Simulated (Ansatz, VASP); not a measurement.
# One calculation of W, two programs

File INCAR:

```
SYSTEM = W
  ALGO = Normal
  EDIFF = 1E-7
  ENCUT = 520
  GGA = PE
  ISIF = 2
  ISMEAR = -1
  LASPH = .TRUE.
  LCHARG = .FALSE.
  LREAL = .FALSE.
  LWAVE = .FALSE.
  NBANDS = 13
  NELM = 100
  PREC = Accurate
  SIGMA = 0.03
```

The input KPOINTS:

```
k-points
0
G
  14 14 14
  0 0 0
```

The input POSCAR:

```
W
1.0
   -1.5973000000      1.5973000000      1.5973000000
    1.5973000000     -1.5973000000      1.5973000000
    1.5973000000      1.5973000000     -1.5973000000
W
1
Direct
    0.0000000000      0.0000000000      0.0000000000
```

Input for Ansatz:

```yaml
crystal:
  lattice:
    - [-1.5973, 1.5973, 1.5973]
    - [1.5973, -1.5973, 1.5973]
    - [1.5973, 1.5973, -1.5973]
  atoms:
    - { symbol: W, position: [0.0, 0.0, 0.0] }
kpoints:
  mp_grid: { grid: [14, 14, 14] }
scf:
  occupations: { method: fermi_dirac, width: 0.03 }
hamiltonian:
  xc: pbe
  pseudopotentials: { kind: all_electron, lapw: { basis_error: 0.03 } }
output:
  forces: true
  stress: true
  eigenvalues: true
```

Alike in both runs: task single point; functional PBE; k mesh 14 × 14 × 14; occupations fermi-dirac, width 0.03 eV; no spin polarisation.

|  | VASP | Ansatz |
| --- | --- | --- |
| version | VASP 6.6.1 | Ansatz 0.2.0 |
| potentials or method | VASP PAW PBE potentials, release 64 (W_sv), cutoff 520 eV | all-electron LAPW, scalar-relativistic |

```tsv
	VASP	Ansatz	Ansatz less VASP
pressure (GPa)	-2.1	-2.4	-0.25
```

Ansatz ran all-electron here, and VASP with PAW potentials.

Spin-orbit coupling is off throughout.
